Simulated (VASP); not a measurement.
A run of VASP 6.6.1 is set up as follows.

Contents of INCAR:

```
SYSTEM = MgO
  ALGO = Normal
  EDIFF = 1E-6
  ENCUT = 520
  GGA = PE
  ISIF = 2
  ISMEAR = 0
  LASPH = .True.
  LCHARG = .True.
  LELF = .True.
  LREAL = .False.
  LVHAR = .True.
  LWAVE = .False.
  NBANDS = 16
  NELM = 80
  PREC = Accurate
  SIGMA = 0.05
```

File KPOINTS:

```
k-points
0
Gamma
  9 9 6
  0 0 0
```

POSCAR

```
MgO
1.0
    3.6974000000      0.0000000000      0.0000000000
   -1.8487000000      3.2020423279      0.0000000000
    0.0000000000      0.0000000000      4.3242000000
Mg O
2 2
Direct
    0.6666666667      0.3333333333      0.7500000000
    0.3333333333      0.6666666667      0.2500000000
    0.6666666667      0.3333333333      0.2500000000
    0.3333333333      0.6666666667      0.7500000000
```

Potentials or basis: VASP PAW PBE potentials, release 64 (Mg, O).

Run with:

```console
$ cat potpaw_PBE.64/Mg/POTCAR potpaw_PBE.64/O/POTCAR > POTCAR
$ mpirun -np 1 vasp_std > vasp.out
```

(1) Estimate the band gap on the k mesh.

(2) Predict the pressure.

## Answers

(1) 2.74 eV.

(2) -11.8 GPa.

Caveat: the cell stands under tension.
